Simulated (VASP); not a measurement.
# ZnS (F-43m) in VASP: notebook

Runs on ZnS. Level: PBEsol. Tasks: relaxation of cell and atoms.

All numbers are computed with VASP 6.6.1; they aren't measurements. Logs are shortened: lines on timing, memory, paths and dates and some standing lists are left out, and cuts for length are marked.

## (1) The cell of the first run

It takes space group F-43m (No. 216, cubic). The conventional cell has a = 5.356 Å, b = 5.356 Å, c = 5.356 Å, α = 90.00°, β = 90.00°, γ = 90.00°. Within 3.1 Å of Zn (site symmetry -43m) lie 4 S at 2.32 Å. Within 3.1 Å of S (site symmetry -43m) lie 4 Zn at 2.32 Å.

## (2) Relaxation of cell and atoms, PBEsol, target pressure 2 GPa, at which the enthalpy is minimised

Input file INCAR:

```
SYSTEM = ZnS
PREC = Accurate
ENCUT = 500
EDIFF = 1E-7
ISMEAR = 0
SIGMA = 0.01
LREAL = .False.
LASPH = .True.
NELM = 120
ALGO = Normal
ISIF = 3
LWAVE = .False.
LCHARG = .False.
GGA = PS
IBRION = 2
NSW = 100
EDIFFG = -0.002
PSTRESS = 20.0
GGA_COMPAT = .False.
NELMIN = 4
```

Input file KPOINTS:

```
regular mesh
0
Gamma
  8 8 8
  0 0 0
```

Input file POSCAR:

```
ZnS
1.0
    2.6777696014      2.6777696014      0.0000000000
   -2.6777696014      2.6777696014      0.0000000000
    0.0000000000      2.6777696014      2.6777696014
Zn S
1 1
Direct
    0.7500000000      0.2500000000      0.5000000000
    0.0000000000      0.0000000000      0.0000000000
```

Potentials or basis: VASP PAW PBE potentials, release 64 (Zn, S).

Started as:

```sh
$ cat potpaw_PBE.64/Zn/POTCAR potpaw_PBE.64/S/POTCAR > POTCAR
$ mpirun -np 1 vasp_std > vasp.out
```

OUTCAR:

```text
SYSTEM = ZnS
   PREC = Accurate
   ENCUT = 500
   EDIFF = 1E-7
   ISMEAR = 0
   LREAL = .False.
   LASPH = .True.
   NELM = 120
   ISIF = 3
   GGA = PS
   IBRION = 2
   NSW = 100
   EDIFFG = -0.002
   PSTRESS = 20.0
   NELMIN = 4

 ion  position               nearest neighbor table
   1  0.750  0.250  0.500-   2 2.32   2 2.32   2 2.32   2 2.32
   2  0.000  0.000  0.000-   1 2.32   1 2.32   1 2.32   1 2.32

  LATTYP: Found a face centered cubic cell.
 ALAT       =     5.3555392028

  Lattice vectors:

 A1 = (   0.0000000000,   2.6777696014,   2.6777696014)
 A2 = (   2.6777696014,   0.0000000000,   2.6777696014)
 A3 = (   2.6777696014,   2.6777696014,   0.0000000000)

Analysis of symmetry for initial positions (statically):
=====================================================================
 Subroutine PRICEL returns:
 Original cell was already a primitive cell.

 Routine SETGRP: Setting up the symmetry group for a
 face centered cubic supercell.

 Subroutine GETGRP returns: Found 24 space group operations
 (whereof 24 operations were pure point group operations)
 out of a pool of 48 trial point group operations.

The static configuration has the point symmetry T_d .

Analysis of symmetry for dynamics (positions and initial velocities):
=====================================================================
 Subroutine PRICEL returns:
 Original cell was already a primitive cell.

 Routine SETGRP: Setting up the symmetry group for a
 face centered cubic supercell.

 Subroutine GETGRP returns: Found 24 space group operations
 (whereof 24 operations were pure point group operations)
 out of a pool of 48 trial point group operations.

The dynamic configuration has the point symmetry T_d .

 Subroutine INISYM returns: Found 24 space group operations
 (whereof 24 operations are pure point group operations),
 and found     1 'primitive' translations

----------------------------------------------------------------------------------------

                                     Primitive cell

  volume of cell :      38.4016

  direct lattice vectors                    reciprocal lattice vectors
     2.677769601  2.677769601  0.000000000     0.186722562  0.186722562 -0.186722562
    -2.677769601  2.677769601  0.000000000    -0.186722562  0.186722562 -0.186722562
     0.000000000  2.677769601  2.677769601     0.000000000  0.000000000  0.373445124

  length of vectors
     3.786938087  3.786938087  3.786938087     0.323412964  0.323412964  0.373445124

  position of ions in fractional coordinates (direct lattice)
     0.750000000  0.250000000  0.500000000
     0.000000000  0.000000000  0.000000000

  ion indices of the primitive-cell ions
   primitive index   ion index
                 1           1
                 2           2

----------------------------------------------------------------------------------------

 KPOINTS: regular mesh

Automatic generation of k-mesh.
 Grid dimensions read from file:
 generate k-points for:    8    8    8

 Generating k-lattice:

  Cartesian coordinates                     Fractional coordinates (reciprocal lattice)
     0.023340320  0.023340320 -0.023340320     0.125000000  0.000000000  0.000000000
    -0.023340320  0.023340320 -0.023340320     0.000000000  0.125000000  0.000000000
     0.000000000  0.000000000  0.046680640     0.000000000  0.000000000  0.125000000

  Length of vectors
     0.040426621  0.040426621  0.046680640

  Shift w.r.t. Gamma in fractional coordinates (k-lattice)
     0.000000000  0.000000000  0.000000000

 Subroutine IBZKPT returns following result:
 ===========================================

 Found     29 irreducible k-points:

 Following reciprocal coordinates:
            Coordinates               Weight
  0.000000  0.000000  0.000000      1.000000
  0.125000  0.000000  0.000000      8.000000
  0.250000  0.000000  0.000000      8.000000
  0.375000  0.000000  0.000000      8.000000
  0.500000  0.000000  0.000000      4.000000
  0.125000  0.125000  0.000000     12.000000
[... 16 lines left out ...]
  0.375000  0.250000  0.125000     48.000000
  0.500000  0.250000  0.125000     24.000000
 [... further k-points ...]
   k-points           NKPTS =     29   k-points in BZ     NKDIM =     29   number of bands    NBANDS=     13
   number of dos      NEDOS =    301   number of ions     NIONS =      2
   total plane-waves  NPLWV =  21952
   dimension x,y,z NGX =    28 NGY =   28 NGZ =   28
   dimension x,y,z NGXF=    56 NGYF=   56 NGZF=   56
   ions per type =               1   1
   NGX,Y,Z   is equivalent  to a cutoff of  12.29, 12.29, 12.29 a.u.
   NGXF,Y,Z  is equivalent  to a cutoff of  24.58, 24.58, 24.58 a.u.
 SYSTEM =  ZnS
   PREC   = accura    normal or accurate (medium, high low for compatibility)
   ISTART =      0    job   : 0-new  1-cont  2-samecut
   ICHARG =      2    charge: 1-file 2-atom 10-const
   ISPIN  =      1    spin polarized calculation?
   LNONCOLLINEAR =      F non collinear calculations
   LSORBIT =      F    spin-orbit coupling
   LASPH  =      T    aspherical Exc in radial PAW
   ENCUT  =  500.0 eV  36.75 Ry    6.06 a.u.   6.90  6.90  6.90*2*pi/ulx,y,z
   NELM   =    120;   NELMIN=  4; NELMDL= -5     # of ELM steps
   EDIFF  = 0.1E-06   stopping-criterion for ELM
   LREAL  =      F    real-space projection
   EDIFFG = -.2E-02   stopping-criterion for IOM
   NSW    =    100    number of steps for IOM
   IBRION =      2    ionic relax: 0-MD 1-quasi-New 2-CG
   NFREE  =      1    steps in history (QN), initial steepest desc. (CG)
   ISIF   =      3    stress and relaxation
   ISYM   =      2    0-nonsym 1-usesym 2-fastsym
   POTIM  = 0.5000    time-step for ionic-motion
   TEBEG  =    0.0;   TEEND  =   0.0 temperature during run
   PSTRESS=   20.0 pullay stress
   NELECT =      18.0000    total number of electrons
   NUPDOWN=      -1.0000    fix difference up-down
   EMIN   =  10.00;   EMAX   =-10.00  energy-range for DOS
   EFERMI =   0.00;   METHOD = LEGACY
   ISMEAR =     0;   SIGMA  =   0.01  broadening in eV -4-tet -1-fermi 0-gaus
   EFERMI_NEDOS =   21; number of points for ismear=-14 and -15
   IALGO  =     38    algorithm
   IMIX   =      4    mixing-type and parameters
     AMIX     =   0.40;   BMIX     =  1.00
     AMIX_MAG =   1.60;   BMIX_MAG =  1.00
  volume/ion in A,a.u.               =      19.20       129.57
  Fermi-wavevector in a.u.,A,eV,Ry     =   1.271694  2.403152 22.003402  1.617204
  Thomas-Fermi vector in A             =   2.404613
   LORBIT       =      0    0 simple, 1 ext, 2 COOP (PROOUT), +10 PAW based schemes
   GGA     = PS    functional components
   LHFCALC =     F    Hartree Fock is set to
   AEXX    =    0.0000 exact exchange contribution
   IVDW    =     0    specifies the selected vdW correction
   LEPSILON=     F    determine dielectric tensor
   LRPA    =     F    only Hartree local field effects (RPA)
 conjugate gradient relaxation of ions
 non-spin polarized calculation
 Gauss-broadening in eV      SIGMA  =   0.01
  energy-cutoff  :      500.00
  volume of cell :       38.40
 maximum number of plane-waves:       992
   NGX = 13   NGY = 13   NGZ = 13

--------------------------------------- Ionic step        1  -------------------------------------------

 number of electron      18.0000016 magnetization

 Free energy of the ion-electron system (eV)
  ---------------------------------------------------
  ext. energy  EPLUGINS =         0.00000000
  ---------------------------------------------------
  free energy    TOTEN  =        -7.58836631 eV

  energy without entropy =       -7.58836631  energy(sigma->0) =       -7.58836631

 E-fermi :   2.3843     XC(G=0):  -9.9770

 val. band max:        2.2699043526   @ k =   0.0000   0.0000   0.0000
 cond. band min:       4.3648520276   @ k =   0.0000   0.0000   0.0000
 fundamental gap:      2.0949476750
 Fermi energy:         2.3842844545

 k-point     1 :       0.0000    0.0000    0.0000
  band No.  band energies     occupation
      1     -11.0787      2.00000
      2      -4.2154      2.00000
      3      -4.2154      2.00000
      4      -4.2154      2.00000
      5      -3.6838      2.00000
      6      -3.6838      2.00000
      7       2.2699      2.00000
      8       2.2699      2.00000
      9       2.2699      2.00000
     10       4.3649      0.00000
     11       8.5575      0.00000
     12       8.5575      0.00000
     13       8.5575      0.00000

 k-point     2 :       0.1250    0.0000    0.0000
  band No.  band energies     occupation
      1     -10.9545      2.00000
      2      -4.2184      2.00000
      3      -4.1931      2.00000
      4      -4.1931      2.00000
      5      -3.6857      2.00000
      6      -3.6857      2.00000
      7       1.1085      2.00000
      8       2.1125      2.00000
      9       2.1125      2.00000
     10       5.2018      0.00000
     11       8.4714      0.00000
[... 421 lines left out ...]
  FREE ENERGIE OF THE ION-ELECTRON SYSTEM (eV)
  ---------------------------------------------------
  free  energy   TOTEN  =        -7.5773848996 eV

  energy  without entropy=       -7.5773848996  energy(sigma->0) =       -7.57738490

  enthalpy is  TOTEN    =        -7.1125346433 eV   P V=        0.4648502564

--------------------------------------- Ionic step        3  -------------------------------------------

 number of electron      18.0000019 magnetization

 Free energy of the ion-electron system (eV)
  ---------------------------------------------------
  ext. energy  EPLUGINS =         0.00000000
  ---------------------------------------------------
  free energy    TOTEN  =        -7.58286522 eV

  energy without entropy =       -7.58286522  energy(sigma->0) =       -7.58286522

 E-fermi :   2.5937     XC(G=0): -10.0773

 val. band max:        2.4759098927   @ k =   0.0000   0.0000   0.0000
 cond. band min:       4.6638979473   @ k =   0.0000   0.0000   0.0000
 fundamental gap:      2.1879880546
 Fermi energy:         2.5937353739

 k-point     1 :       0.0000    0.0000    0.0000
  band No.  band energies     occupation
      1     -11.0294      2.00000
      2      -4.1040      2.00000
      3      -4.1040      2.00000
      4      -4.1040      2.00000
      5      -3.5463      2.00000
      6      -3.5463      2.00000
      7       2.4759      2.00000
      8       2.4759      2.00000
      9       2.4759      2.00000
     10       4.6639      0.00000
     11       8.7454      0.00000
     12       8.7454      0.00000
     13       8.7454      0.00000

 k-point     2 :       0.1250    0.0000    0.0000
  band No.  band energies     occupation
      1     -10.9006      2.00000
      2      -4.1090      2.00000
      3      -4.0807      2.00000
      4      -4.0807      2.00000
      5      -3.5484      2.00000
      6      -3.5484      2.00000
      7       1.3006      2.00000
      8       2.3124      2.00000
      9       2.3124      2.00000
     10       5.4956      0.00000
     11       8.6764      0.00000
[... 376 lines left out ...]
 POSITION                                       TOTAL-FORCE (eV/Angst)
 -----------------------------------------------------------------------------------
      1.32950      3.98850      1.32950        -0.000000      0.000000      0.000000
      0.00000      0.00000      0.00000         0.000000     -0.000000      0.000000
 -----------------------------------------------------------------------------------
    total drift:                                0.000001      0.000000     -0.000000

  FREE ENERGIE OF THE ION-ELECTRON SYSTEM (eV)
  ---------------------------------------------------
  free  energy   TOTEN  =        -7.5828652198 eV

  energy  without entropy=       -7.5828652198  energy(sigma->0) =       -7.58286522

  enthalpy is  TOTEN    =        -7.1135067818 eV   P V=        0.4693584380

 reached required accuracy - stopping structural energy minimisation
```

Wall time 59 s (1 thread of Intel Xeon 8259CL, shared host); peak memory 0.16 GiB.

Results:

- Free energy: -7.5829 eV
- Relaxed volume: 18.80 Å³/atom
- Relaxed cell: a = 3.760 Å, b = 3.760 Å, c = 3.760 Å, α = 60.00°, β = 60.00°, γ = 90.00°
- Space group after relaxing (to 0.1 Å): F-43m (No. 216)
- Energy change on relaxing (the run minimises the enthalpy): +2.8 meV/atom
- Ionic steps: 3
- Pressure after relaxing: 2.0 GPa
- Band gap on the k mesh: 2.19 eV

The path:
```csv
step,energy change (eV),largest force (eV/Å),pressure (GPa),volume (Å³)
1,0.0000,0.0000,0.24,38.40
2,0.0110,0.0000,2.88,37.24
3,0.0055,0.0000,2.01,37.60
```

Final structure:
```xyz
2
Lattice="2.6590 2.6590 0.0000 -2.6590 2.6590 0.0000 0.0000 2.6590 2.6590" Properties=species:S:1:pos:R:3 pbc="T T T"
Zn    1.3295    3.9885    1.3295
S     0.0000    0.0000    0.0000
```

Levels at points of the mesh, in eV from the valence-band top:
```
           k point  band 6  band 7  band 8  band 9  band 10  band 11  band 12  band 13
(0.00, 0.00, 0.00)   -6.02    0.00    0.00    0.00     2.19     6.27     6.27     6.27
(0.50, 0.00, 0.00)   -5.82   -5.67   -0.95   -0.95     3.28     6.80     6.80     8.87
(0.50, 0.50, 0.00)   -5.79   -4.80   -2.43   -2.43     3.13     3.95    11.18    12.21
```

Caveat: the cell is relaxed towards a set pressure, so the run minimises the enthalpy, not the energy; the PAW data sets were made with another functional, which shifts forces and pressure a little.

## (3) Relaxation of cell and atoms, PBEsol, target pressure 4 GPa, at which the enthalpy is minimised

Input file INCAR:

```
SYSTEM = ZnS
  PREC = Accurate
  ENCUT = 500
  EDIFF = 1E-7
  ISMEAR = 0
  SIGMA = 0.01
  LREAL = .False.
  LASPH = .True.
  NELM = 120
  ALGO = Normal
  ISIF = 3
  LWAVE = .False.
  LCHARG = .False.
  GGA = PS
  IBRION = 2
  NSW = 100
  EDIFFG = -0.002
  PSTRESS = 40.0
  GGA_COMPAT = .False.
  NELMIN = 4
```

KPOINTS is that of step 2.

POSCAR is that of step 2.

Potentials or basis: VASP PAW PBE potentials, release 64 (Zn, S).

Started as:

```sh
$ cat potpaw_PBE.64/Zn/POTCAR potpaw_PBE.64/S/POTCAR > POTCAR
$ mpirun -np 1 vasp_std > vasp.out
```

Wall time 53 s (1 thread of Intel Xeon 8259CL, shared host); peak memory 0.16 GiB.

Results (log left out):

| Item | Value |
| --- | --- |
| Free energy | -7.5678 eV |
| Relaxed volume | 18.40 Å³/atom |
| Relaxed cell | a = 3.733 Å, b = 3.733 Å, c = 3.733 Å, α = 60.00°, β = 60.00°, γ = 90.00° |
| Space group after relaxing (to 0.1 Å) | F-43m (No. 216) |
| Energy change on relaxing (the run minimises the enthalpy) | +10.3 meV/atom |
| Ionic steps | 3 |
| Pressure after relaxing | 4.0 GPa |
| Band gap on the k mesh | 2.28 eV |

The path:
```csv
step,energy change (eV),largest force (eV/Å),pressure (GPa),volume (Å³)
1,0.0000,0.0000,0.24,38.40
2,0.0476,0.0000,6.33,35.95
3,0.0205,0.0000,4.00,36.79
```

Final structure:
```yaml
crystal:
  lattice:
    - [2.63983, 2.63983, 0.00000]
    - [-2.63983, 2.63983, 0.00000]
    - [0.00000, 2.63983, 2.63983]
  atoms:
    - { symbol: Zn, position: [0.75000, 0.25000, 0.50000] }
    - { symbol: S, position: [0.00000, 0.00000, 0.00000] }
```

Levels at points of the mesh, in eV from the valence-band top:
| k point | band 6 | band 7 | band 8 | band 9 | band 10 | band 11 | band 12 | band 13 |
| --- | --- | --- | --- | --- | --- | --- | --- | --- |
| (0.00, 0.00, 0.00) | -6.10 | 0.00 | 0.00 | 0.00 | 2.28 | 6.25 | 6.25 | 6.25 |
| (0.50, 0.00, 0.00) | -5.93 | -5.79 | -0.98 | -0.98 | 3.32 | 6.78 | 6.78 | 8.94 |
| (0.50, 0.50, 0.00) | -5.86 | -4.89 | -2.52 | -2.52 | 3.07 | 3.94 | 11.35 | 12.36 |

Caveat: the cell is relaxed towards a set pressure, so the run minimises the enthalpy, not the energy; the PAW data sets were made with another functional, which shifts forces and pressure a little.

[end of part 1 of 2]
